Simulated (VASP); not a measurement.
# ZnSe (P4/nmm) in VASP: notebook

ZnSe is run at these levels: PBEsol, B3LYP, PBE0; tasks: single point.

All numbers are computed with VASP 6.6.1; they aren't measurements. Logs are shortened: lines on timing, memory, paths and dates and some standing lists are left out, and cuts for length are marked.

### Step 1. The cell of the first run

Symmetry: P4/nmm, No. 129, tetragonal system. Conventional cell: a = 4.108 Å, b = 4.108 Å, c = 6.070 Å, α = 90.00°, β = 90.00°, γ = 90.00°. Zn (site symmetry -4m2) has 4 Se at 2.54 Å and 4 Zn at 2.90 Å within 3.4 Å. Within 3.4 Å of Se (site symmetry 4mm) lie 4 Zn at 2.54 Å.

### Step 2. Single point, PBEsol

File INCAR:

```
SYSTEM = ZnSe
ALGO = Normal
EDIFF = 1E-6
ENCUT = 500
GGA = PS
GGA_COMPAT = .False.
ISIF = 2
ISMEAR = 0
LASPH = .True.
LCHARG = .False.
LREAL = .False.
LWAVE = .False.
NBANDS = 26
NELM = 120
PREC = Accurate
SIGMA = 0.01
```

File KPOINTS:

```
k-points
0
Gamma
  4 4 2
  0 0 0
```

File POSCAR:

```
ZnSe
1.0
    4.1077020000      0.0000000000      0.0000000000
    0.0000000000      4.1077020000      0.0000000000
    0.0000000000      0.0000000000      6.0703500000
Zn Se
2 2
Direct
    0.0000000000      0.0000000000      0.0000000000
    0.5000000000      0.5000000000      0.0000000000
    0.0000000000      0.5000000000      0.2462800003
    0.5000000000      0.0000000000      0.7537199997
```

Potentials or basis: VASP PAW PBE potentials, release 64 (Zn, Se).

On the command line:

```console
cat potpaw_PBE.64/Zn/POTCAR potpaw_PBE.64/Se/POTCAR > POTCAR
mpirun -np 1 vasp_std > vasp.out
```

OUTCAR:

```text
SYSTEM = ZnSe
   EDIFF = 1E-6
   ENCUT = 500
   GGA = PS
   ISIF = 2
   ISMEAR = 0
   LASPH = .True.
   LREAL = .False.
   NELM = 120
   PREC = Accurate

 ion  position               nearest neighbor table
   1  0.000  0.000  0.000-   3 2.54   4 2.54   3 2.54   4 2.54   2 2.90   2 2.90   2 2.90   2 2.90

   2  0.500  0.500  0.000-   3 2.54   4 2.54   4 2.54   3 2.54   1 2.90   1 2.90   1 2.90   1 2.90

   3  0.000  0.500  0.246-   1 2.54   2 2.54   1 2.54   2 2.54
   4  0.500  0.000  0.754-   1 2.54   2 2.54   2 2.54   1 2.54

  LATTYP: Found a simple tetragonal cell.
 ALAT       =     4.1077020000
 C/A-ratio  =     1.4777970749

  Lattice vectors:

 A1 = (   4.1077020000,   0.0000000000,   0.0000000000)
 A2 = (   0.0000000000,   4.1077020000,   0.0000000000)
 A3 = (   0.0000000000,   0.0000000000,   6.0703500000)

Analysis of symmetry for initial positions (statically):
=====================================================================
 Subroutine PRICEL returns:
 Original cell was already a primitive cell.

 Routine SETGRP: Setting up the symmetry group for a
 simple tetragonal supercell.

 Subroutine GETGRP returns: Found 16 space group operations
 (whereof  8 operations were pure point group operations)
 out of a pool of 16 trial point group operations.

The static configuration has the point symmetry D_2d.
 The point group associated with its full space group is D_4h.

Analysis of symmetry for dynamics (positions and initial velocities):
=====================================================================
 Subroutine PRICEL returns:
 Original cell was already a primitive cell.

 Routine SETGRP: Setting up the symmetry group for a
 simple tetragonal supercell.

 Subroutine GETGRP returns: Found 16 space group operations
 (whereof  8 operations were pure point group operations)
 out of a pool of 16 trial point group operations.

The dynamic configuration has the point symmetry D_2d.
 The point group associated with its full space group is D_4h.

 Subroutine INISYM returns: Found 16 space group operations
 (whereof  8 operations are pure point group operations),
 and found     1 'primitive' translations

----------------------------------------------------------------------------------------

                                     Primitive cell

  volume of cell :     102.4263

  direct lattice vectors                    reciprocal lattice vectors
     4.107702000  0.000000000  0.000000000     0.243445118  0.000000000  0.000000000
     0.000000000  4.107702000  0.000000000     0.000000000  0.243445118  0.000000000
     0.000000000  0.000000000  6.070350000     0.000000000  0.000000000  0.164735147

  length of vectors
     4.107702000  4.107702000  6.070350000     0.243445118  0.243445118  0.164735147

  position of ions in fractional coordinates (direct lattice)
     0.000000000  0.000000000  0.000000000
     0.500000000  0.500000000  0.000000000
     0.000000000  0.500000000  0.246280000
     0.500000000  0.000000000  0.753720000

  ion indices of the primitive-cell ions
   primitive index   ion index
                 1           1
                 2           2
                 3           3
                 4           4

----------------------------------------------------------------------------------------

 KPOINTS: k-points

Automatic generation of k-mesh.
 Grid dimensions read from file:
 generate k-points for:    4    4    2

 Generating k-lattice:

  Cartesian coordinates                     Fractional coordinates (reciprocal lattice)
     0.060861280  0.000000000  0.000000000     0.250000000  0.000000000  0.000000000
     0.000000000  0.060861280  0.000000000     0.000000000  0.250000000  0.000000000
     0.000000000  0.000000000  0.082367574     0.000000000  0.000000000  0.500000000

  Length of vectors
     0.060861280  0.060861280  0.082367574

  Shift w.r.t. Gamma in fractional coordinates (k-lattice)
     0.000000000  0.000000000  0.000000000

 Subroutine IBZKPT returns following result:
 ===========================================

 Found     12 irreducible k-points:

 Following reciprocal coordinates:
            Coordinates               Weight
  0.000000  0.000000  0.000000      1.000000
  0.250000  0.000000  0.000000      4.000000
  0.500000  0.000000  0.000000      2.000000
  0.250000  0.250000  0.000000      4.000000
  0.500000  0.250000  0.000000      4.000000
  0.500000  0.500000  0.000000      1.000000
  0.000000  0.000000  0.500000      1.000000
  0.250000  0.000000  0.500000      4.000000
  0.500000  0.000000  0.500000      2.000000
  0.250000  0.250000  0.500000      4.000000
  0.500000  0.250000  0.500000      4.000000
  0.500000  0.500000  0.500000      1.000000
   k-points           NKPTS =     12   k-points in BZ     NKDIM =     12   number of bands    NBANDS=     26
   number of dos      NEDOS =    301   number of ions     NIONS =      4
   total plane-waves  NPLWV =  43200
   dimension x,y,z NGX =    30 NGY =   30 NGZ =   48
   dimension x,y,z NGXF=    60 NGYF=   60 NGZF=   96
   ions per type =               2   2
   NGX,Y,Z   is equivalent  to a cutoff of  12.14, 12.14, 13.15 a.u.
   NGXF,Y,Z  is equivalent  to a cutoff of  24.28, 24.28, 26.29 a.u.
 SYSTEM =  ZnSe
   PREC   = accura    normal or accurate (medium, high low for compatibility)
   ISTART =      0    job   : 0-new  1-cont  2-samecut
   ICHARG =      2    charge: 1-file 2-atom 10-const
   ISPIN  =      1    spin polarized calculation?
   LNONCOLLINEAR =      F non collinear calculations
   LSORBIT =      F    spin-orbit coupling
   LASPH  =      T    aspherical Exc in radial PAW
   ENCUT  =  500.0 eV  36.75 Ry    6.06 a.u.   7.49  7.49 11.07*2*pi/ulx,y,z
   NELM   =    120;   NELMIN=  2; NELMDL= -5     # of ELM steps
   EDIFF  = 0.1E-05   stopping-criterion for ELM
   LREAL  =      F    real-space projection
   EDIFFG = 0.1E-04   stopping-criterion for IOM
   NSW    =      0    number of steps for IOM
   IBRION =     -1    ionic relax: 0-MD 1-quasi-New 2-CG
   NFREE  =      0    steps in history (QN), initial steepest desc. (CG)
   ISIF   =      2    stress and relaxation
   ISYM   =      2    0-nonsym 1-usesym 2-fastsym
   POTIM  = 0.5000    time-step for ionic-motion
   TEBEG  =    0.0;   TEEND  =   0.0 temperature during run
   PSTRESS=    0.0 pullay stress
   NELECT =      36.0000    total number of electrons
   NUPDOWN=      -1.0000    fix difference up-down
   EMIN   =  10.00;   EMAX   =-10.00  energy-range for DOS
   EFERMI =   0.00;   METHOD = LEGACY
   ISMEAR =     0;   SIGMA  =   0.01  broadening in eV -4-tet -1-fermi 0-gaus
   EFERMI_NEDOS =   21; number of points for ismear=-14 and -15
   IALGO  =     38    algorithm
   IMIX   =      4    mixing-type and parameters
     AMIX     =   0.40;   BMIX     =  1.00
     AMIX_MAG =   1.60;   BMIX_MAG =  1.00
  volume/ion in A,a.u.               =      25.61       172.80
  Fermi-wavevector in a.u.,A,eV,Ry     =   1.155328  2.183253 18.160809  1.334782
  Thomas-Fermi vector in A             =   2.291957
   LORBIT       =      0    0 simple, 1 ext, 2 COOP (PROOUT), +10 PAW based schemes
   GGA     = PS    functional components
   LHFCALC =     F    Hartree Fock is set to
   AEXX    =    0.0000 exact exchange contribution
   IVDW    =     0    specifies the selected vdW correction
   LEPSILON=     F    determine dielectric tensor
   LRPA    =     F    only Hartree local field effects (RPA)
 non-spin polarized calculation
 Gauss-broadening in eV      SIGMA  =   0.01
  energy-cutoff  :      500.00
  volume of cell :      102.43
 maximum number of plane-waves:      2638
 NGX is ok and might be reduce to    30
   NGX = 15   NGY = 15   NGZ = 23

 number of electron      35.9999972 magnetization

 Free energy of the ion-electron system (eV)
  ---------------------------------------------------
  ext. energy  EPLUGINS =         0.00000000
  ---------------------------------------------------
  free energy    TOTEN  =       -12.78293434 eV

  energy without entropy =      -12.78293434  energy(sigma->0) =      -12.78293434

 E-fermi :   0.5954     XC(G=0):  -8.8346

 val. band max:        0.5364500985   @ k =   0.0000   0.0000   0.0000
 cond. band min:       2.3861213582   @ k =   0.0000   0.0000   0.0000
 fundamental gap:      1.8496712596
 Fermi energy:         0.5953597476

 k-point     1 :       0.0000    0.0000    0.0000
  band No.  band energies     occupation
      1     -12.3638      2.00000
      2     -11.4353      2.00000
      3      -6.1782      2.00000
      4      -6.1770      2.00000
      5      -6.0938      2.00000
      6      -6.0938      2.00000
[... 18 lines left out ...]
     25      10.3461      0.00000
     26      10.9785      0.00000

 k-point     2 :       0.2500    0.0000    0.0000
  band No.  band energies     occupation
      1     -12.1269      2.00000
      2     -11.4449      2.00000
      3      -6.1306      2.00000
      4      -6.0676      2.00000
      5      -6.0161      2.00000
      6      -5.9946      2.00000
[... 18 lines left out ...]
     25       8.4031      0.00000
     26       8.4917      0.00000

 k-point     3 :       0.5000    0.0000    0.0000
  band No.  band energies     occupation
      1     -11.6654      2.00000
      2     -11.6654      2.00000
      3      -5.9570      2.00000
      4      -5.9570      2.00000
      5      -5.8630      2.00000
      6      -5.8630      2.00000
[... 18 lines left out ...]
     25       7.8326      0.00000
     26       7.8326      0.00000

 k-point     4 :       0.2500    0.2500    0.0000
  band No.  band energies     occupation
      1     -11.9179      2.00000
      2     -11.4168      2.00000
      3      -6.2419      2.00000
      4      -5.9821      2.00000
      5      -5.9608      2.00000
      6      -5.9003      2.00000
[... 18 lines left out ...]
     25       8.1272      0.00000
     26       9.3236      0.00000

 k-point     5 :       0.5000    0.2500    0.0000
  band No.  band energies     occupation
      1     -11.5408      2.00000
      2     -11.5408      2.00000
      3      -6.1252      2.00000
      4      -6.1252      2.00000
      5      -5.8548      2.00000
      6      -5.8548      2.00000
[... 18 lines left out ...]
     25      10.3851      0.00000
     26      10.3851      0.00000

 k-point     6 :       0.5000    0.5000    0.0000
  band No.  band energies     occupation
      1     -11.4067      2.00000
      2     -11.4067      2.00000
      3      -6.2483      2.00000
      4      -6.2483      2.00000
      5      -5.8109      2.00000
      6      -5.8109      2.00000
[... 18 lines left out ...]
     25      11.1006      0.00000
     26      11.1023      0.00000

 k-point     7 :       0.0000    0.0000    0.5000
  band No.  band energies     occupation
      1     -12.2411      2.00000
      2     -11.5979      2.00000
      3      -6.1781      2.00000
      4      -6.1186      2.00000
      5      -6.1124      2.00000
      6      -6.0992      2.00000
[... 18 lines left out ...]
     25       8.4757      0.00000
     26       8.6898      0.00000

 k-point     8 :       0.2500    0.0000    0.5000
  band No.  band energies     occupation
      1     -12.0284      2.00000
      2     -11.5579      2.00000
      3      -6.1320      2.00000
      4      -6.0769      2.00000
      5      -6.0158      2.00000
      6      -5.9971      2.00000
[... 18 lines left out ...]
     25       7.9313      0.00000
     26       8.2323      0.00000

 k-point     9 :       0.5000    0.0000    0.5000
  band No.  band energies     occupation
      1     -11.6570      2.00000
      2     -11.6570      2.00000
      3      -5.9576      2.00000
      4      -5.9576      2.00000
      5      -5.8490      2.00000
      6      -5.8490      2.00000
[... 18 lines left out ...]
     25       9.2829      0.00000
     26       9.2829      0.00000

 k-point    10 :       0.2500    0.2500    0.5000
  band No.  band energies     occupation
      1     -11.8404      2.00000
      2     -11.4974      2.00000
      3      -6.2478      2.00000
      4      -5.9691      2.00000
      5      -5.9518      2.00000
      6      -5.9061      2.00000
[... 18 lines left out ...]
     25       8.0497      0.00000
     26       9.0404      0.00000

 k-point    11 :       0.5000    0.2500    0.5000
  band No.  band energies     occupation
      1     -11.5352      2.00000
      2     -11.5352      2.00000
      3      -6.1217      2.00000
      4      -6.1217      2.00000
      5      -5.8562      2.00000
      6      -5.8562      2.00000
[... 18 lines left out ...]
     25       8.7490      0.00000
     26       8.7490      0.00000

 k-point    12 :       0.5000    0.5000    0.5000
  band No.  band energies     occupation
      1     -11.4044      2.00000
      2     -11.4044      2.00000
      3      -6.2383      2.00000
      4      -6.2383      2.00000
      5      -5.8135      2.00000
      6      -5.8135      2.00000
[... 18 lines left out ...]
     25       8.6152      0.00000
     26       8.6152      0.00000

------------------------ aborting loop because EDIFF is reached ----------------------------------------

  FORCE on cell =-STRESS in cart. coord.  units (eV):
  Direction    XX          YY          ZZ          XY          YZ          ZX
  --------------------------------------------------------------------------------------
  -------------------------------------------------------------------------------------
  Total       -1.6453010     -1.6453010     -1.4166440      0.0000000      0.0000000      0.0000000
  in kB      -25.7361957    -25.7361957    -22.1594878      0.0000000      0.0000000      0.0000000
  external PRESSURE =     -24.5439597 kB  Pullay stress =       0.0000000 kB

 VOLUME and BASIS-vectors are now :
 -----------------------------------------------------------------------------
  energy-cutoff  :      500.00
  volume of cell :      102.43
      direct lattice vectors                 reciprocal lattice vectors
     4.107702000  0.000000000  0.000000000     0.243445118  0.000000000  0.000000000
     0.000000000  4.107702000  0.000000000     0.000000000  0.243445118  0.000000000
     0.000000000  0.000000000  6.070350000     0.000000000  0.000000000  0.164735147

 POSITION                                       TOTAL-FORCE (eV/Angst)
 -----------------------------------------------------------------------------------
      0.00000      0.00000      0.00000         0.000000      0.000000      0.000000
      2.05385      2.05385      0.00000         0.000000     -0.000000      0.000000
      0.00000      2.05385      1.49501        -0.000000      0.000000     -0.360806
      2.05385      0.00000      4.57534         0.000000      0.000000      0.360806
 -----------------------------------------------------------------------------------
    total drift:                                0.000000      0.000000      0.000000

  FREE ENERGIE OF THE ION-ELECTRON SYSTEM (eV)
  ---------------------------------------------------
  free  energy   TOTEN  =       -12.7829343368 eV

  energy  without entropy=      -12.7829343368  energy(sigma->0) =      -12.78293434
```

It took 15 s on 1 thread of Intel Xeon 6975P-C (Granite Rapids), shared host; peak memory 0.2 GiB.

Results:

```
Free energy            : -12.7829 eV
Pressure               : -2.5 GPa
Largest force          : 0.361 eV/Å
Band gap on the k mesh : 1.85 eV
```

Forces in eV/Å, atoms in the order of the input:
```
Zn   0.000  0.000  0.000
Zn   0.000  0.000  0.000
Se   0.000  0.000 -0.361
Se   0.000  0.000  0.361
```

Caveat: the k points lie up to 0.52 Å⁻¹ apart; the PAW data sets were made with another functional, which shifts forces and pressure a little.

### Step 3. Single point, B3LYP

POSCAR is that of step 2.

File INCAR.step1:

```
SYSTEM = ZnSe
PREC = Accurate
ENCUT = 400
EDIFF = 1E-5
ISMEAR = 0
SIGMA = 0.01
LREAL = .False.
LASPH = .True.
NELM = 120
ALGO = Normal
ISIF = 2
LWAVE = .True.
NBANDS = 26
GGA = PE
GGA_COMPAT = .False.
```

File INCAR.step2:

```
SYSTEM = ZnSe
PREC = Accurate
ENCUT = 400
EDIFF = 1E-6
ISMEAR = 0
SIGMA = 0.01
LREAL = .False.
LASPH = .True.
NELM = 120
ALGO = Normal
ISIF = 2
LWAVE = .False.
LCHARG = .True.
GGA = B3
LHFCALC = .True.
AEXX = 0.2
AGGAX = 0.72
AGGAC = 0.81
ALDAC = 0.19
PRECFOCK = Normal
LELF = .True.
LVHAR = .True.
NBANDS = 26
ISTART = 1
GGA_COMPAT = .False.
```

File KPOINTS:

```
Automatic mesh
0
Gamma
  4 4 2
  0 0 0
```

Potentials or basis: VASP PAW PBE potentials, release 64 (Zn, Se).

On the command line:

```console
cat potpaw_PBE.64/Zn/POTCAR potpaw_PBE.64/Se/POTCAR > POTCAR
cp INCAR.step1 INCAR
mpirun -np 1 vasp_std > vasp.out
cp INCAR.step2 INCAR
mpirun -np 1 vasp_std > vasp.out
```

Run time: 23 min. Hardware: 1 thread of Intel Xeon Platinum 8375C at 2.90GHz (Ice Lake), shared host; peak memory 0.21 GiB.

It converged, with:

```yaml
Free_energy: -12.5052 eV
Pressure: 1.1 GPa
Largest_force: 0.091 eV/Å
Band_gap_on_the_k_mesh: 3.26 eV
```

Forces on the atoms (eV/Å):
```
Zn   0.000  0.000  0.000
Zn   0.000  0.000  0.000
Se   0.000  0.000 -0.091
Se   0.000  0.000  0.091
```

Stress tensor (GPa, compression positive):
```
 1.64  0.00  0.00
 0.00  1.64  0.00
 0.00  0.00 -0.10
```

Levels at points of the mesh, in eV from the valence-band top:
```csv
k point,band 14,band 15,band 16,band 17,band 18,band 19,band 20,band 21,band 22,band 23
"(0.00, 0.00, 0.00)",-2.21,-2.21,0.00,0.00,0.00,3.26,3.29,4.42,7.27,7.39
"(0.50, 0.00, 0.00)",-4.66,-1.60,-1.60,-0.81,-0.81,4.90,4.90,7.46,7.46,8.13
"(0.50, 0.50, 0.00)",-4.64,-2.20,-2.20,-2.10,-2.10,4.78,4.78,4.97,4.97,12.04
"(0.00, 0.00, 0.50)",-2.06,-2.06,-1.21,-0.30,-0.30,3.39,4.81,5.07,6.71,8.04
"(0.50, 0.00, 0.50)",-5.02,-0.79,-0.79,-0.78,-0.78,4.01,4.01,7.35,7.35,7.69
"(0.50, 0.50, 0.50)",-4.48,-2.54,-2.54,-2.40,-2.40,6.05,6.05,6.33,6.33,9.64
```

Caveat: the k points lie up to 0.52 Å⁻¹ apart; the PAW data sets were made with another functional, which shifts forces and pressure a little. A k mesh can miss the band edges.

[end of part 1 of 2]
